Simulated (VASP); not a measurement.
Runs of VASP 6.6.1 on WS. The typed cell holds 2 atoms: a = 3.927 Å, b = 3.927 Å, c = 3.927 Å, α = 113.39°, β = 113.39°, γ = 101.88°. 

```tsv
level	k mesh	smearing	gap on the mesh (eV)	pressure (GPa)	largest force (eV/Å)
PBE	9 × 9 × 10	fermi-dirac 0.05 eV	none	-23.2	0.30
PBE	7 × 7 × 8	fermi-dirac 0.05 eV	none	-23.2	0.29
PBE	11 × 11 × 12	fermi-dirac 0.05 eV	none	-23.1	0.29
PBEsol	6 × 6 × 6	gaussian 0.05 eV	none	(a)	0.33
```

Alike in all rows: task single point; potentials or basis VASP PAW PBE potentials, release 64 (W_sv, S); no spin polarisation; cell as given; cutoff (eV) 520.

Problem. Fill in the values left out.

Solution. (a) -26.6.

Caveats: the cell stands under tension; spin-orbit coupling is left out, which moves the levels of the heavy elements; the PAW data sets were made with another functional, which shifts forces and pressure a little (at least some runs).

A k mesh can miss the band edges, and the runs leave out spin-orbit coupling on W.

A gap of «none» marks levels without a gap at the run's occupations.
